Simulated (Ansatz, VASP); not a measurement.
**Zn in VASP and in Ansatz**

The input INCAR:

```
PREC = Accurate
ENCUT = 600
EDIFF = 1E-6
ISMEAR = 0
SIGMA = 0.1
LREAL = F
LASPH = T
NELM = 80
ALGO = Normal
ISIF = 3
LWAVE = F
LCHARG = F
GGA = PE
IBRION = 2
NSW = 80
EDIFFG = -0.01
```

KPOINTS

```
Automatic mesh
0
Gamma
  18 18 18
```

POSCAR

```
Zn
1.0
    0.0000000000      1.9682667478      1.9682667478
    1.9682667478      0.0000000000      1.9682667478
    1.9682667478      1.9682667478      0.0000000000
Zn
1
Direct
    0.0000000000      0.0000000000      0.0000000000
```

Input for Ansatz:

```yaml
crystal:
  lattice:
    - [0.0, 1.9682667478, 1.9682667478]
    - [1.9682667478, 0.0, 1.9682667478]
    - [1.9682667478, 1.9682667478, 0.0]
  atoms:
    - { symbol: Zn, position: [0.0, 0.0, 0.0] }
basis:
  ecutwfc: 420
kpoints:
  mp_grid: { grid: [18, 18, 18] }
hamiltonian:
  xc: pbe
scf:
  occupations: { method: gaussian, width: 0.1 }
output:
  forces: true
  stress: true
  eigenvalues: true
relax:
  adjacent_minimum: "off"
  f_tol: 0.01
  max_steps: 60
  cell: { stress_tol: 0.1 }
```

Alike in both runs: task relaxation of cell and atoms; functional PBE; k mesh 18 × 18 × 18; occupations gaussian, width 0.1 eV; no spin polarisation.

|  | VASP | Ansatz |
| --- | --- | --- |
| version | VASP 6.6.1 | Ansatz 0.2.0 |
| potentials or method | VASP PAW PBE potentials, release 64 (Zn), cutoff 600 eV | scalar-relativistic, plane waves, PAW |
| valence electrons in the cell | 12 | 12 |

|  | VASP | Ansatz | Ansatz less VASP |
| --- | --- | --- | --- |
| gap on the k mesh at the Fermi level, each at its own relaxed structure (eV) | none | none | - |
| relaxed volume (Å³/atom) | 15.23 | 15.16 | -0.070 |
| relaxed length of the cell vector where the two differ most in proportion (Å) | 2.782 | 2.778 | -0.0042 |

A gap of «none» marks a metal or a gap that the smearing closes.
